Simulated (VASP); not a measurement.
# LiF in VASP: further runs

LiF is run at these levels: PBE; tasks: single point.

Program: VASP 6.6.1. These are calculated values, not measurements. Logs are shortened: lines on timing, memory, paths and dates and some standing lists are left out, and cuts for length are marked.

## 1. The cell of the first run

It takes space group R-3m (No. 166, trigonal). The conventional cell has a = 2.877 Å, b = 2.877 Å, c = 6.837 Å, α = 90.00°, β = 90.00°, γ = 120.00°. Within 2.7 Å of Li (site symmetry -3m) lie 6 F at 2.01 Å. F (site symmetry -3m) has 6 Li at 2.01 Å within 2.7 Å.

## 2. Single point, PBE (equal xy, yz and zx shear strains of -2 %)

Contents of INCAR:

```
PREC = Accurate
ENCUT = 520
EDIFF = 1E-6
ISMEAR = -1
SIGMA = 0.03
LREAL = F
LASPH = T
NELM = 100
ALGO = Normal
ISIF = 2
LWAVE = F
LCHARG = T
GGA = PE
LELF = T
LVHAR = T
NBANDS = 12
```

Contents of KPOINTS:

```
Automatic mesh
0
Gamma
  10 10 10
```

Contents of POSCAR:

```
LiF
1.0
   -0.0402800000      1.9938600000      1.9938600000
    1.9938600000     -0.0402800000      1.9938600000
    1.9938600000      1.9938600000     -0.0402800000
Li F
1 1
Direct
    0.0000000000      0.0000000000      0.0000000000
    0.5000000000      0.5000000000      0.5000000000
```

Potentials or basis: VASP PAW PBE potentials, release 64 (Li_sv, F).

Started as:

```sh
cat potpaw_PBE.64/Li_sv/POTCAR potpaw_PBE.64/F/POTCAR > POTCAR
mpirun -np 1 vasp_std > vasp.out
```

OUTCAR:

```text
PREC = Accurate
   ENCUT = 520
   EDIFF = 1E-6
   ISMEAR = -1
   LREAL = F
   LASPH = T
   NELM = 100
   ISIF = 2
   GGA = PE

 ion  position               nearest neighbor table
   1  0.000  0.000  0.000-   2 2.01   2 2.01   2 2.01   2 2.01   2 2.01   2 2.01
   2  0.500  0.500  0.500-   1 2.01   1 2.01   1 2.01   1 2.01   1 2.01   1 2.01

  LATTYP: Found a trigonal (rhomboedric) cell.
 ALAT       =     2.8200315384
 COS(alpha) =     0.4797000918

  Lattice vectors:

 A1 = (  -0.0402800000,   1.9938600000,   1.9938600000)
 A2 = (   1.9938600000,  -0.0402800000,   1.9938600000)
 A3 = (   1.9938600000,   1.9938600000,  -0.0402800000)

Analysis of symmetry for initial positions (statically):
=====================================================================
 Subroutine PRICEL returns:
 Original cell was already a primitive cell.

 Routine SETGRP: Setting up the symmetry group for a
 trigonal (rhombohedral) supercell.

 Subroutine GETGRP returns: Found 12 space group operations
 (whereof 12 operations were pure point group operations)
 out of a pool of 12 trial point group operations.

The static configuration has the point symmetry D_3d.

Analysis of symmetry for dynamics (positions and initial velocities):
=====================================================================
 Subroutine PRICEL returns:
 Original cell was already a primitive cell.

 Routine SETGRP: Setting up the symmetry group for a
 trigonal (rhombohedral) supercell.

 Subroutine GETGRP returns: Found 12 space group operations
 (whereof 12 operations were pure point group operations)
 out of a pool of 12 trial point group operations.

The dynamic configuration has the point symmetry D_3d.

 Subroutine INISYM returns: Found 12 space group operations
 (whereof 12 operations are pure point group operations),
 and found     1 'primitive' translations

----------------------------------------------------------------------------------------

                                     Primitive cell

  volume of cell :      16.3334

  direct lattice vectors                    reciprocal lattice vectors
    -0.040280000  1.993860000  1.993860000    -0.243295918  0.248312329  0.248312329
     1.993860000 -0.040280000  1.993860000     0.248312329 -0.243295918  0.248312329
     1.993860000  1.993860000 -0.040280000     0.248312329  0.248312329 -0.243295918

  length of vectors
     2.820031538  2.820031538  2.820031538     0.427212979  0.427212979  0.427212979

  position of ions in fractional coordinates (direct lattice)
     0.000000000  0.000000000  0.000000000
     0.500000000  0.500000000  0.500000000

  ion indices of the primitive-cell ions
   primitive index   ion index
                 1           1
                 2           2

----------------------------------------------------------------------------------------

 KPOINTS: Automatic mesh

Automatic generation of k-mesh.
 Grid dimensions read from file:
 generate k-points for:   10   10   10

 Generating k-lattice:

  Cartesian coordinates                     Fractional coordinates (reciprocal lattice)
    -0.024329592  0.024831233  0.024831233     0.100000000  0.000000000  0.000000000
     0.024831233 -0.024329592  0.024831233     0.000000000  0.100000000  0.000000000
     0.024831233  0.024831233 -0.024329592     0.000000000  0.000000000  0.100000000

  Length of vectors
     0.042721298  0.042721298  0.042721298

  Shift w.r.t. Gamma in fractional coordinates (k-lattice)
     0.000000000  0.000000000  0.000000000

 Subroutine IBZKPT returns following result:
 ===========================================

 Found    116 irreducible k-points:

 Following reciprocal coordinates:
            Coordinates               Weight
  0.000000  0.000000  0.000000      1.000000
  0.100000 -0.000000 -0.000000      6.000000
  0.200000 -0.000000 -0.000000      6.000000
  0.300000  0.000000 -0.000000      6.000000
  0.400000  0.000000 -0.000000      6.000000
  0.500000  0.000000 -0.000000      3.000000
[... 16 lines left out ...]
  0.300000  0.300000 -0.000000      6.000000
  0.400000  0.300000  0.000000     12.000000
 [... further k-points ...]
   k-points           NKPTS =    116   k-points in BZ     NKDIM =    116   number of bands    NBANDS=     12
   number of dos      NEDOS =    301   number of ions     NIONS =      2
   total plane-waves  NPLWV =  13824
   dimension x,y,z NGX =    24 NGY =   24 NGZ =   24
   dimension x,y,z NGXF=    48 NGYF=   48 NGZF=   48
   ions per type =               1   1
   NGX,Y,Z   is equivalent  to a cutoff of  14.15, 14.15, 14.15 a.u.
   NGXF,Y,Z  is equivalent  to a cutoff of  28.30, 28.30, 28.30 a.u.
 SYSTEM =  unknown system
   PREC   = accura    normal or accurate (medium, high low for compatibility)
   ISTART =      0    job   : 0-new  1-cont  2-samecut
   ICHARG =      2    charge: 1-file 2-atom 10-const
   ISPIN  =      1    spin polarized calculation?
   LNONCOLLINEAR =      F non collinear calculations
   LSORBIT =      F    spin-orbit coupling
   LASPH  =      T    aspherical Exc in radial PAW
   ENCUT  =  520.0 eV  38.22 Ry    6.18 a.u.   5.24  5.24  5.24*2*pi/ulx,y,z
   NELM   =    100;   NELMIN=  2; NELMDL= -5     # of ELM steps
   EDIFF  = 0.1E-05   stopping-criterion for ELM
   LREAL  =      F    real-space projection
   EDIFFG = 0.1E-04   stopping-criterion for IOM
   NSW    =      0    number of steps for IOM
   IBRION =     -1    ionic relax: 0-MD 1-quasi-New 2-CG
   NFREE  =      0    steps in history (QN), initial steepest desc. (CG)
   ISIF   =      2    stress and relaxation
   ISYM   =      2    0-nonsym 1-usesym 2-fastsym
   POTIM  = 0.5000    time-step for ionic-motion
   TEBEG  =    0.0;   TEEND  =   0.0 temperature during run
   PSTRESS=    0.0 pullay stress
   NELECT =      10.0000    total number of electrons
   NUPDOWN=      -1.0000    fix difference up-down
   EMIN   =  10.00;   EMAX   =-10.00  energy-range for DOS
   EFERMI =   0.00;   METHOD = LEGACY
   ISMEAR =    -1;   SIGMA  =   0.03  broadening in eV -4-tet -1-fermi 0-gaus
   EFERMI_NEDOS =   21; number of points for ismear=-14 and -15
   IALGO  =     38    algorithm
   IMIX   =      4    mixing-type and parameters
     AMIX     =   0.40;   BMIX     =  1.00
     AMIX_MAG =   1.60;   BMIX_MAG =  1.00
  volume/ion in A,a.u.               =       8.17        55.11
  Fermi-wavevector in a.u.,A,eV,Ry     =   1.390110  2.626927 26.291968  1.932405
  Thomas-Fermi vector in A             =   2.514076
   LORBIT       =      0    0 simple, 1 ext, 2 COOP (PROOUT), +10 PAW based schemes
   GGA     = PE    functional components
   LHFCALC =     F    Hartree Fock is set to
   AEXX    =    0.0000 exact exchange contribution
   IVDW    =     0    specifies the selected vdW correction
   LEPSILON=     F    determine dielectric tensor
   LRPA    =     F    only Hartree local field effects (RPA)
 non-spin polarized calculation
  energy-cutoff  :      520.00
  volume of cell :       16.33
 maximum number of plane-waves:       455
 NGX is ok and might be reduce to    24
   NGX = 11   NGY = 11   NGZ = 11

 number of electron      10.0000000 magnetization

 number of electron       9.9999996 magnetization

 Free energy of the ion-electron system (eV)
  ---------------------------------------------------
  ext. energy  EPLUGINS =         0.00000000
  ---------------------------------------------------
  free energy    TOTEN  =        -9.63377601 eV

  energy without entropy =       -9.63377601  energy(sigma->0) =       -9.63377601

 E-fermi :  -0.0900     XC(G=0):  -9.9841

 val. band max:       -0.9097474368   @ k =   0.0000   0.0000   0.0000
 cond. band min:       8.0741033285   @ k =   0.0000   0.0000   0.0000
 fundamental gap:      8.9838507653
 Fermi energy:        -0.0900341720

 k-point     1 :       0.0000    0.0000    0.0000
  band No.  band energies     occupation
      1     -41.9398      2.00000
      2     -20.9895      2.00000
      3      -1.0650      2.00000
      4      -1.0650      2.00000
      5      -0.9097      2.00000
      6       8.0741      0.00000
      7      22.8402      0.00000
      8      22.8402      0.00000
      9      22.9787      0.00000
     10      22.9787      0.00000
     11      23.1325      0.00000
     12      24.0143      0.00000

 k-point     2 :       0.1000   -0.0000   -0.0000
  band No.  band energies     occupation
      1     -41.9343      2.00000
      2     -20.9518      2.00000
      3      -1.3363      2.00000
      4      -1.0842      2.00000
      5      -0.9475      2.00000
      6       8.3647      0.00000
      7      20.0936      0.00000
      8      21.5721      0.00000
      9      21.9726      0.00000
     10      24.0422      0.00000
     11      24.4730      0.00000
     12      24.8492      0.00000

 k-point     3 :       0.2000   -0.0000   -0.0000
  band No.  band energies     occupation
      1     -41.9201      2.00000
      2     -20.8515      2.00000
      3      -2.0155      2.00000
      4      -1.1332      2.00000
      5      -1.0138      2.00000
      6       9.0134      0.00000
      7      17.6770      0.00000
      8      20.1282      0.00000
      9      20.4944      0.00000
     10      25.3448      0.00000
     11      25.4361      0.00000
     12      26.2390      0.00000

 k-point     4 :       0.3000    0.0000   -0.0000
  band No.  band energies     occupation
      1     -41.9024      2.00000
      2     -20.7220      2.00000
      3      -2.7715      2.00000
      4      -1.1917      2.00000
      5      -1.0888      2.00000
      6       9.5726      0.00000
      7      16.2231      0.00000
      8      18.9082      0.00000
      9      19.2625      0.00000
     10      26.7812      0.00000
     11      27.0052      0.00000
     12      27.9203      0.00000

 k-point     5 :       0.4000    0.0000   -0.0000
  band No.  band energies     occupation
      1     -41.8881      2.00000
      2     -20.6128      2.00000
      3      -3.3350      2.00000
      4      -1.2372      2.00000
      5      -1.1473      2.00000
      6       9.7775      0.00000
      7      15.6932      0.00000
      8      18.1161      0.00000
      9      18.4706      0.00000
     10      28.3661      0.00000
     11      28.7588      0.00000
     12      29.6382      0.00000
[... 228 lines left out ...]
      1     -41.8836      2.00000
      2     -20.5477      2.00000
      3      -3.0086      2.00000
      4      -2.1746      2.00000
      5      -1.2055      2.00000
      6      10.9584      0.00000
      7      14.8344      0.00000
      8      18.3579      0.00000
      9      18.6249      0.00000
     10      27.7530      0.00000
     11      28.4113      0.00000
     12      28.5645      0.00000

 k-point    22 :      -0.2000    0.2000    0.0000
  band No.  band energies     occupation
      1     -41.8970      2.00000
      2     -20.6663      2.00000
      3      -2.6022      2.00000
      4      -1.8983      2.00000
      5      -1.0758      2.00000
      6      10.2808      0.00000
      7      15.5860      0.00000
      8      18.7767      0.00000
      9      19.1690      0.00000
     10      26.5176      0.00000
     11      26.8383      0.00000
     12      29.1396      0.00000

 k-point    23 :       0.3000    0.3000   -0.0000
  band No.  band energies     occupation
      1     -41.8905      2.00000
      2     -20.5708      2.00000
      3      -2.9154      2.00000
      4      -1.7536      2.00000
      5      -1.5971      2.00000
      6      11.2396      0.00000
      7      16.8929      0.00000
      8      18.0547      0.00000
      9      19.2045      0.00000
     10      19.6133      0.00000
     11      33.3732      0.00000
     12      33.5312      0.00000

 k-point    24 :       0.4000    0.3000    0.0000
  band No.  band energies     occupation
      1     -41.8798      2.00000
      2     -20.4620      2.00000
      3      -3.3361      2.00000
      4      -1.9551      2.00000
      5      -1.6921      2.00000
      6      12.0627      0.00000
      7      15.7711      0.00000
      8      17.5003      0.00000
      9      19.3508      0.00000
     10      20.0461      0.00000
     11      32.8342      0.00000
     12      33.9717      0.00000

 [... further k-points ...]
[... 5 lines left out ...]
  --------------------------------------------------------------------------------------
  -------------------------------------------------------------------------------------
  Total        0.1719252      0.1719252      0.1719252      0.1221281      0.1221281      0.1221281
  in kB       16.8644763     16.8644763     16.8644763     11.9797868     11.9797868     11.9797868
  external PRESSURE =      16.8644763 kB  Pullay stress =       0.0000000 kB

 VOLUME and BASIS-vectors are now :
 -----------------------------------------------------------------------------
  energy-cutoff  :      520.00
  volume of cell :       16.33
      direct lattice vectors                 reciprocal lattice vectors
    -0.040280000  1.993860000  1.993860000    -0.243295918  0.248312329  0.248312329
     1.993860000 -0.040280000  1.993860000     0.248312329 -0.243295918  0.248312329
     1.993860000  1.993860000 -0.040280000     0.248312329  0.248312329 -0.243295918

 POSITION                                       TOTAL-FORCE (eV/Angst)
 -----------------------------------------------------------------------------------
      0.00000      0.00000      0.00000         0.000000      0.000000      0.000000
      1.97372      1.97372      1.97372        -0.000000     -0.000000     -0.000000
 -----------------------------------------------------------------------------------
    total drift:                               -0.000000     -0.000000      0.000000

  FREE ENERGIE OF THE ION-ELECTRON SYSTEM (eV)
  ---------------------------------------------------
  free  energy   TOTEN  =        -9.6337760055 eV

  energy  without entropy=       -9.6337760055  energy(sigma->0) =       -9.63377601
```

Run time: 9.5 s. Hardware: 1 thread of Intel Xeon 6975P-C (Granite Rapids), shared host; peak memory 0.14 GiB.

What came out:

* Free energy: -9.6338 eV
* Band gap on the k mesh: 8.98 eV, direct

Caveat: the cell differs from its parent crystal (equal xy, yz and zx shear strains of -2 %); the cutoff is under 1.25 times the usual one of these potentials, so pressure, stress and relaxed cells hold a basis-set (Pulay) error.

## 3. Single point, PBE (equal xy, yz and zx shear strains of +1 %)

Contents of INCAR:

```
ALGO = Normal
EDIFF = 1E-6
ENCUT = 520
GGA = PE
ISIF = 2
ISMEAR = -1
LASPH = True
LCHARG = True
LELF = True
LREAL = False
LVHAR = True
LWAVE = False
NBANDS = 12
NELM = 100
PREC = Accurate
SIGMA = 0.03
```

Contents of KPOINTS:

```
k-points
0
Gamma
  10 10 10
```

Contents of POSCAR:

```
LiF
1.0
    0.0201400000      2.0240700000      2.0240700000
    2.0240700000      0.0201400000      2.0240700000
    2.0240700000      2.0240700000      0.0201400000
Li F
1 1
Direct
    0.0000000000      0.0000000000      0.0000000000
    0.5000000000      0.5000000000      0.5000000000
```

Potentials or basis: VASP PAW PBE potentials, release 64 (Li_sv, F).

Started as:

```sh
cat potpaw_PBE.64/Li_sv/POTCAR potpaw_PBE.64/F/POTCAR > POTCAR
mpirun -np 1 vasp_std > vasp.out
```

Wall time 8.8 s (1 thread of Intel Xeon 6975P-C (Granite Rapids), shared host); peak memory 0.14 GiB.

The run converged. Its results:

```yaml
Free_energy: -9.6366 eV
Band_gap_on_the_k_mesh: 9.06 eV, direct
```

Levels at points of the mesh, in eV from the valence-band top:
```tsv
k point	band 3	band 4	band 5	band 6	band 7	band 8
(0.00, 0.00, 0.00)	-0.08	0.00	0.00	9.06	23.81	23.97
(0.50, 0.00, 0.00)	-2.54	-0.29	-0.25	10.72	16.77	18.72
(0.50, 0.50, 0.00)	-3.03	-1.07	-0.98	14.78	16.44	17.43
(0.50, 0.50, 0.50)	-2.56	-0.21	-0.21	10.80	16.55	19.06
```

Caveat: the cell differs from its parent crystal (equal xy, yz and zx shear strains of +1 %); the cutoff is under 1.25 times the usual one of these potentials, so pressure, stress and relaxed cells hold a basis-set (Pulay) error. A k mesh can miss the band edges.

(Part 1 of 2 ends here.)
